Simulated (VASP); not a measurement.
# AlGa3N4 (P1) in VASP: single point with PBEsol

Aim: the single point of AlGa3N4 with PBEsol.

Everything below comes from runs of VASP 6.6.1. Logs are shortened: lines on timing, memory, paths and dates and some standing lists are left out, and cuts for length are marked.

## 1. The cell of the first run

The typed cell holds 8 atoms: a = 5.142 Å, b = 3.165 Å, c = 5.478 Å, α = 90.00°, β = 90.04°, γ = 90.00°.

## 2. Single point, PBEsol (atoms displaced along a vibrational mode)

INCAR reads:

```
PREC     = Accurate       # precision mode
ENCUT    = 520            # plane-wave cutoff, eV
EDIFF    = 1E-7           # SCF threshold, eV
ISMEAR   = 0              # smearing method
SIGMA    = 0.05           # smearing width, eV
LREAL    = F              # projectors in reciprocal space
LASPH    = T              # aspherical terms in the spheres
NELM     = 60             # most SCF steps
ALGO     = Normal         # electronic algorithm
ISIF     = 2              # what is computed and relaxed
LWAVE    = F              # write WAVECAR
LCHARG   = T              # write CHGCAR
GGA      = PS             # functional
LELF     = T              # ELF
LVHAR    = T            
NBANDS   = 41             # bands
```

KPOINTS reads:

```
Automatic mesh
0
Gamma
  6 8 6
```

POSCAR reads:

```
AlGa3N4
1.0
    5.1423511994      0.0000000000      0.0001215027
    0.0000000000      3.1649848006      0.0000000000
   -0.0035856898      0.0000000000      5.4784941377
Al Ga N
1 3 4
Direct
    0.0006034227      0.4965360860      0.6673576245
    0.4991167030      0.5043132035      0.3349195796
    0.4990273845     -0.0379148740      0.8315570005
    0.9998617813      0.0353952720      0.1661805284
    0.1196687538      0.5286424754      0.3400974154
    0.1176459792     -0.0035020144      0.8263760592
    0.6204436392      0.0034183237      0.1662162869
    0.6312323464      0.4691856615      0.6672965055
```

Potentials or basis: VASP PAW PBE potentials, release 64 (Al, Ga_d, N).

Launch:

```
> cat potpaw_PBE.64/Al/POTCAR potpaw_PBE.64/Ga_d/POTCAR potpaw_PBE.64/N/POTCAR > POTCAR
> mpirun -np 1 vasp_std > vasp.out
```

OUTCAR:

```text
PREC = Accurate
   ENCUT = 520
   EDIFF = 1E-7
   ISMEAR = 0
   LREAL = F
   LASPH = T
   NELM = 60
   ISIF = 2
   GGA = PS

 ion  position               nearest neighbor table
   1  0.001  0.497  0.667-   5 1.90   8 1.90   6 1.90   6 1.90   3 3.09   4 3.10   3 3.10   4 3.11

   2  0.499  0.504  0.335-   7 1.93   7 1.94   8 1.95   5 1.95
   3  0.499  0.962  0.832-   8 1.93   7 1.94   8 1.96   6 1.96   1 3.09   1 3.10
   4  1.000  0.035  0.166-   5 1.93   7 1.95   6 1.96   5 1.96   1 3.10   1 3.11
   5  0.120  0.529  0.340-   1 1.90   4 1.93   2 1.95   4 1.96
   6  0.118  0.996  0.826-   1 1.90   1 1.90   4 1.96   3 1.96
   7  0.620  0.003  0.166-   2 1.93   2 1.94   3 1.94   4 1.95
   8  0.631  0.469  0.667-   1 1.90   3 1.93   2 1.95   3 1.96

  LATTYP: Found a simple monoclinic cell.
 ALAT       =     5.1423512008
 B/A-ratio  =     0.6154742601
 C/A-ratio  =     1.0653677855
 COS(beta)  =    -0.0006308748

  Lattice vectors:

 A1 = (   5.1423511994,   0.0000000000,   0.0001215027)
 A2 = (   0.0000000000,   3.1649848006,   0.0000000000)
 A3 = (  -0.0035856898,   0.0000000000,   5.4784941377)

Analysis of symmetry for initial positions (statically):
=====================================================================
 Subroutine PRICEL returns:
 Original cell was already a primitive cell.

 Routine SETGRP: Setting up the symmetry group for a
 simple monoclinic supercell.

 Subroutine GETGRP returns: Found  1 space group operations
 (whereof  1 operations were pure point group operations)
 out of a pool of  4 trial point group operations.

The static configuration has the point symmetry C_1 .

Analysis of symmetry for dynamics (positions and initial velocities):
=====================================================================
 Subroutine PRICEL returns:
 Original cell was already a primitive cell.

 Routine SETGRP: Setting up the symmetry group for a
 simple monoclinic supercell.

 Subroutine GETGRP returns: Found  1 space group operations
 (whereof  1 operations were pure point group operations)
 out of a pool of  4 trial point group operations.

The dynamic configuration has the point symmetry C_1 .

 Subroutine INISYM returns: Found  1 space group operations
 (whereof  1 operations are pure point group operations),
 and found     1 'primitive' translations

----------------------------------------------------------------------------------------

[... 109 lines left out ...]
   NFREE  =      0    steps in history (QN), initial steepest desc. (CG)
   ISIF   =      2    stress and relaxation
   ISYM   =      2    0-nonsym 1-usesym 2-fastsym
   POTIM  = 0.5000    time-step for ionic-motion
   TEBEG  =    0.0;   TEEND  =   0.0 temperature during run
   PSTRESS=    0.0 pullay stress
   NELECT =      62.0000    total number of electrons
   NUPDOWN=      -1.0000    fix difference up-down
   EMIN   =  10.00;   EMAX   =-10.00  energy-range for DOS
   EFERMI =   0.00;   METHOD = LEGACY
   ISMEAR =     0;   SIGMA  =   0.05  broadening in eV -4-tet -1-fermi 0-gaus
   EFERMI_NEDOS =   21; number of points for ismear=-14 and -15
   IALGO  =     38    algorithm
   IMIX   =      4    mixing-type and parameters
     AMIX     =   0.40;   BMIX     =  1.00
     AMIX_MAG =   1.60;   BMIX_MAG =  1.00
  volume/ion in A,a.u.               =      11.15        75.21
  Fermi-wavevector in a.u.,A,eV,Ry     =   1.450354  2.740771 28.620199  2.103525
  Thomas-Fermi vector in A             =   2.567975
   LORBIT       =      0    0 simple, 1 ext, 2 COOP (PROOUT), +10 PAW based schemes
   GGA     = PS    functional components
   LHFCALC =     F    Hartree Fock is set to
   AEXX    =    0.0000 exact exchange contribution
   IVDW    =     0    specifies the selected vdW correction
   LEPSILON=     F    determine dielectric tensor
   LRPA    =     F    only Hartree local field effects (RPA)
 non-spin polarized calculation
 Gauss-broadening in eV      SIGMA  =   0.05
  energy-cutoff  :      520.00
  volume of cell :       89.17
 maximum number of plane-waves:      2426
 NGX is ok and might be reduce to    40
   NGX = 19   NGY = 11   NGZ = 21

 number of electron      61.9999989 magnetization

 Free energy of the ion-electron system (eV)
  ---------------------------------------------------
  ext. energy  EPLUGINS =         0.00000000
  ---------------------------------------------------
  free energy    TOTEN  =       -54.95131044 eV

  energy without entropy =      -54.95131044  energy(sigma->0) =      -54.95131044

 E-fermi :   5.7027     XC(G=0): -11.7382

 val. band max:        5.4554767912   @ k =   0.0000   0.0000   0.0000
 cond. band min:       7.7871306603   @ k =   0.0000   0.0000   0.0000
 fundamental gap:      2.3316538690
 Fermi energy:         5.7026565580

 k-point     1 :       0.0000    0.0000    0.0000
  band No.  band energies     occupation
      1     -10.3907      2.00000
      2      -9.4200      2.00000
      3      -9.2357      2.00000
      4      -8.9485      2.00000
      5      -7.8116      2.00000
      6      -7.7986      2.00000
[... 1045 lines left out ...]
     40      14.8680      0.00000
     41      15.1706      0.00000

 [... further k-points ...]

------------------------ aborting loop because EDIFF is reached ----------------------------------------

  FORCE on cell =-STRESS in cart. coord.  units (eV):
  Direction    XX          YY          ZZ          XY          YZ          ZX
  --------------------------------------------------------------------------------------
  -------------------------------------------------------------------------------------
  Total       -0.1837157     -0.2720254     -0.1353774     -0.0273201      0.1400987     -0.0095023
  in kB       -3.3011278     -4.8879364     -2.4325531     -0.4909054      2.5173878     -0.1707434
  external PRESSURE =      -3.5405391 kB  Pullay stress =       0.0000000 kB

 VOLUME and BASIS-vectors are now :
 -----------------------------------------------------------------------------
  energy-cutoff  :      520.00
  volume of cell :       89.17
      direct lattice vectors                 reciprocal lattice vectors
     5.142351199  0.000000000  0.000121503     0.194463572  0.000000000  0.000127277
     0.000000000  3.164984801  0.000000000     0.000000000  0.315957284  0.000000000
    -0.003585690  0.000000000  5.478494138    -0.000004313  0.000000000  0.182531907

 POSITION                                       TOTAL-FORCE (eV/Angst)
 -----------------------------------------------------------------------------------
      0.00071      1.57153      3.65611        -0.004606      0.020632     -0.021931
      2.56543      1.59614      1.83492         0.000636     -0.066201      0.023373
      2.56319      3.04498      4.55574        -0.010714      0.581709      0.057287
      5.14104      0.11203      0.91054        -0.022859     -0.542517     -0.045557
      0.61416      1.67315      1.86324         0.009881     -0.095341      0.029512
      0.60201      3.15390      4.52731         0.015702      0.011234      0.035270
      3.18994      0.01082      0.91069         0.008785     -0.013028     -0.036094
      3.24363      1.48497      3.65586         0.003174      0.103511     -0.041859
 -----------------------------------------------------------------------------------
    total drift:                               -0.000865     -0.000171     -0.000132

  FREE ENERGIE OF THE ION-ELECTRON SYSTEM (eV)
  ---------------------------------------------------
  free  energy   TOTEN  =       -54.9513104352 eV

  energy  without entropy=      -54.9513104352  energy(sigma->0) =      -54.95131044
```

stdout:

```text
POSCAR found type information on POSCAR AlGaN
 POSCAR found :  3 types and       8 ions
 scaLAPACK will be used
 -----------------------------------------------------------------------------
|                                                                             |
|                                                                             |
|     You enforced a specific xc type in the INCAR file but a different       |
|     I HOPE YOU KNOW WHAT YOU ARE DOING!                                     |
|                                                                             |
 -----------------------------------------------------------------------------

 LDA part: xc-table for (Slater+PW92), standard interpolation
 POSCAR, INCAR and KPOINTS ok, starting setup
 FFT: planning ... GRIDC
 FFT: planning ... GRID_SOFT
 FFT: planning ... GRID
 WAVECAR not read
 entering main loop
```

Run time: 4.2 min. Hardware: 1 thread of Intel Xeon 6975P-C (Granite Rapids), shared host; peak memory 0.5 GiB.

Results:

| Item | Value |
| --- | --- |
| Free energy | -54.9513 eV |
| Pressure | -0.4 GPa |
| Largest force | 0.585 eV/Å |
| Band gap on the k mesh | 2.33 eV |

Forces on the atoms (eV/Å):
```
Al  -0.005  0.021 -0.022
Ga   0.001 -0.066  0.023
Ga  -0.011  0.582  0.057
Ga  -0.023 -0.543 -0.046
N    0.010 -0.095  0.030
N    0.016  0.011  0.035
N    0.009 -0.013 -0.036
N    0.003  0.104 -0.042
```

Stress tensor (GPa, compression positive):
```
-0.33 -0.05 -0.02
-0.05 -0.49  0.25
-0.02  0.25 -0.24
```

Levels at points of the mesh, in eV from the valence-band top:
```
           k point  band 29  band 30  band 31  band 32  band 33  band 34
(0.00, 0.00, 0.00)    -0.11    -0.08     0.00     2.33     4.58     5.15
(0.50, 0.00, 0.00)    -0.70    -0.42    -0.35     4.34     4.43     4.54
(0.00, 0.50, 0.00)    -2.09    -1.86    -1.79     5.47     5.56     6.87
(0.50, 0.50, 0.00)    -1.53    -1.42    -1.38     5.54     5.79     5.99
(0.00, 0.00, 0.50)    -0.66    -0.58    -0.36     4.53     4.68     6.04
(0.50, 0.00, 0.50)    -1.20    -1.16    -1.12     5.27     5.34     5.41
(0.00, 0.50, 0.50)    -2.13    -1.01    -0.88     4.76     5.13     5.43
(0.50, 0.50, 0.50)    -1.70    -1.68    -1.59     4.16     4.42     4.49
```

Caveat: the cell differs from its parent crystal (atoms displaced along a vibrational mode); the PAW data sets were made with another functional, which shifts forces and pressure a little.
